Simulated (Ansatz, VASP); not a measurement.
# Ge in VASP and in Ansatz

The input POSCAR:

```
Ge
1.0
    0.0000000000      2.8368735121      2.8368735121
    2.8368735121      0.0000000000      2.8368735121
    2.8368735121      2.8368735121      0.0000000000
Ge
2
Direct
    0.0000000000      0.0000000000      0.0000000000
    0.2500000000      0.2500000000      0.2500000000
```

Contents of INCAR.step1:

```
SYSTEM = Ge
ALGO     = Normal         ! electronic algorithm
EDIFF    = 1E-4           ! SCF threshold, eV
ENCUT    = 520            ! plane-wave cutoff, eV
GGA      = PE             ! functional
GGA_COMPAT= .FALSE.      
ISMEAR   = -1             ! smearing method
LASPH    = .TRUE.         ! aspherical terms in the spheres
LCHARG   = .FALSE.        ! write CHGCAR
LREAL    = .FALSE.        ! projectors in reciprocal space
LSORBIT  = .TRUE.         ! spin-orbit coupling
LWAVE    = .TRUE.         ! write WAVECAR
MAGMOM   = 0 0 0 0 0 0    ! initial moments
NBANDS   = 40             ! bands
NELM     = 150            ! most SCF steps
PREC     = Accurate       ! precision mode
SIGMA    = 0.02           ! smearing width, eV
```

The input INCAR.step2:

```
SYSTEM = Ge
ALGO     = Normal         ! electronic algorithm
EDIFF    = 1E-6           ! SCF threshold, eV
ENCUT    = 520            ! plane-wave cutoff, eV
GGA_COMPAT= .FALSE.      
ISIF     = 2              ! what is computed and relaxed
ISMEAR   = -1             ! smearing method
ISTART   = 1            
LASPH    = .TRUE.         ! aspherical terms in the spheres
LCHARG   = .FALSE.        ! write CHGCAR
LMIXTAU  = .TRUE.       
LORBIT   = 11             ! projections on sites
LORBMOM  = .TRUE.       
LREAL    = .FALSE.        ! projectors in reciprocal space
LSORBIT  = .TRUE.         ! spin-orbit coupling
LWAVE    = .FALSE.        ! write WAVECAR
MAGMOM   = 0 0 0 0 0 0    ! initial moments
METAGGA  = R2SCAN         ! meta-GGA
NBANDS   = 40             ! bands
NELM     = 150            ! most SCF steps
PREC     = Accurate       ! precision mode
SIGMA    = 0.02           ! smearing width, eV
```

Contents of KPOINTS:

```
k-points
0
G
  8 8 8
  0 0 0
```

Input for Ansatz:

```yaml
crystal:
  lattice:
    - [0.0, 2.8368735121, 2.8368735121]
    - [2.8368735121, 0.0, 2.8368735121]
    - [2.8368735121, 2.8368735121, 0.0]
  atoms:
    - { symbol: Ge, position: [0.0, 0.0, 0.0] }
    - { symbol: Ge, position: [0.25, 0.25, 0.25] }
kpoints:
  mp_grid: { grid: [8, 8, 8] }
  band_path:
    path:
      - [0.0, 0.0, 0.0]
      - [0.5, 0.0, 0.5]
      - [0.625, 0.25, 0.625]
      - [0.375, 0.375, 0.75]
      - [0.5, 0.5, 0.5]
      - [0.5, 0.25, 0.75]
    npoints: 1
hamiltonian:
  xc: r2scan
scf:
  occupations: { method: fermi_dirac, width: 0.02 }
  n_extra_bands: 8
magnetization:
  noncollinear: true
  spin_orbit: true
output:
  forces: true
  stress: true
  eigenvalues: true
```

Alike in both runs: task single point; functional r2SCAN; k mesh 8 × 8 × 8; occupations fermi-dirac, width 0.02 eV; non-collinear spin, spin-orbit coupling.

|  | VASP | Ansatz |
| --- | --- | --- |
| version | VASP 6.6.1 | Ansatz 0.2.0 |
| potentials or method | VASP PAW PBE potentials, release 64 (Ge_d) | plane waves, PAW |
| plane-wave cutoff (eV) | 520 | 500 |
| valence electrons in the cell | 28 | 28 |

```tsv
	VASP	Ansatz	Ansatz less VASP
pressure (GPa)	0.0	0.0	-0.06
net moment per atom (μB)	0.00	0.00	0.000
```

VASP's potentials were made for PBE, not for r2SCAN. The functional is the same, so the differences come from potentials, cutoffs and numerics.
